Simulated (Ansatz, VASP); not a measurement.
**Two plane-wave programs on RbBr**

File INCAR:

```
SYSTEM = RbBr
PREC = Accurate
ENCUT = 520
EDIFF = 1E-7
ISMEAR = 0
SIGMA = 0.05
LREAL = .False.
LASPH = .True.
NELM = 100
ALGO = Normal
ISIF = 2
LWAVE = .False.
LCHARG = .False.
GGA = PE
NBANDS = 15
```

Contents of KPOINTS:

```
Automatic mesh
0
Gamma
  6 6 6
  0 0 0
```

Contents of POSCAR:

```
RbBr
1.0
    4.0251860190      0.0000000000      0.0000000000
    0.0000000000      4.0251860190      0.0000000000
    0.0000000000      0.0000000000      4.1929021031
Rb Br
1 1
Direct
   -0.0462890878      0.0000000000      0.0000000000
    0.5495122459      0.5000000000      0.5000000000
```

Input for Ansatz:

```yaml
crystal:
  lattice:
    - [4.025186019, 0.0, 0.0]
    - [0.0, 4.025186019, 0.0]
    - [0.0, 0.0, 4.1929021031]
  atoms:
    - { symbol: Rb, position: [-0.0462890878, 0.0, 0.0] }
    - { symbol: Br, position: [0.5495122459, 0.5, 0.5] }
basis:
  ecutwfc: 420
kpoints:
  mp_grid: { grid: [6, 6, 6] }
hamiltonian:
  xc: pbe
  pseudopotentials: { kind: paw }
scf:
  occupations: { method: gaussian, width: 0.05 }
output:
  forces: true
  stress: true
  eigenvalues: true
```

Change from the starting cell: mode 4 frozen in at -0.208 Å, equal normal strain along x and y -0.0400.

Alike in both runs: task single point; functional PBE; k mesh 6 × 6 × 6; occupations gaussian, width 0.05 eV; no spin polarisation.

|  | VASP | Ansatz |
| --- | --- | --- |
| version | VASP 6.6.1 | Ansatz 0.2.0 |
| potentials or method | VASP PAW PBE potentials, release 64 (Rb_sv, Br), cutoff 520 eV | scalar-relativistic, plane waves, PAW |
| valence electrons in the cell | 16 | 16 |

|  | VASP | Ansatz | Ansatz less VASP |
| --- | --- | --- | --- |
| gap on the k mesh at the Fermi level (eV) | 4.14 | 4.14 | +0.002 |
| least direct gap on the mesh (eV) | 4.28 | 4.28 | +0.001 |
| pressure (GPa) | 2.3 | 2.2 | -0.05 |
| traceless stress, the component that is largest in VASP (GPa) | -0.59 | -0.60 | -0.003 |
| rms of the force components (eV/Å) | 0.222 | 0.220 | -0.0027 |

Atom by atom the forces differ by 0.003 eV/Å (rms over components). The functional is the same, so the differences come from potentials, cutoffs and numerics.
